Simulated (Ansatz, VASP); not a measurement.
**One calculation of CaBr, two programs**

Contents of INCAR:

```
SYSTEM = CaBr
PREC = Accurate ; ENCUT = 500
EDIFF = 1E-6 ; ISMEAR = 0
SIGMA = 0.1 ; LREAL = .False.
LASPH = .True. ; NELM = 120
ALGO = Normal ; ISIF = 2
LWAVE = .False. ; LCHARG = .False.
GGA = PE ; NBANDS = 16
GGA_COMPAT = .False.
```

The input KPOINTS:

```
regular mesh
0
Gamma
  6 6 4
  0 0 0
```

POSCAR

```
CaBr
1.0
    3.7464971289      0.0000000000      0.0000000000
   -1.8732485644      3.2445616888      0.0000000000
    0.0000000000      0.0000000000      4.1520496520
Ca Br
1 1
Direct
    0.0000000000      0.0000000000      0.0000000000
    0.3333333333      0.6666666667      0.5000000000
```

Input for Ansatz:

```yaml
crystal:
  lattice:
    - [3.7464971289, 0.0, 0.0]
    - [-1.8732485644, 3.2445616888, 0.0]
    - [0.0, 0.0, 4.152049652]
  atoms:
    - { symbol: Ca, position: [0.0, 0.0, 0.0] }
    - { symbol: Br, position: [0.3333333333, 0.6666666667, 0.5] }
basis:
  ecutwfc: 420
kpoints:
  mp_grid: { grid: [6, 6, 4] }
hamiltonian:
  xc: pbe
scf:
  occupations: { method: gaussian, width: 0.1 }
  max_iter: 84
output:
  forces: true
  stress: true
  eigenvalues: true
```

Alike in both runs: task single point; functional PBE; k mesh 6 × 6 × 4; occupations gaussian, width 0.1 eV; no spin polarisation.

|  | VASP | Ansatz |
| --- | --- | --- |
| version | VASP 6.6.1 | Ansatz 0.2.0 |
| potentials or method | VASP PAW PBE potentials, release 64 (Ca_sv, Br), cutoff 500 eV | scalar-relativistic, plane waves, PAW |
| valence electrons in the cell | 17 | 17 |

VASP gave:

- gap on the k mesh at the Fermi level (eV): none
- pressure (GPa): 4.7
- traceless stress, the component that is largest in VASP (GPa): 0.37

**Question.** Estimate Ansatz's values.

**Answer.** gap on the k mesh at the Fermi level (eV): none; pressure (GPa): 4.6; traceless stress, the component that is largest in VASP (GPa): 0.32.

A gap of «none» marks a metal or a gap that the smearing closes.

The k mesh is coarse, so the values compare programs but aren't converged.
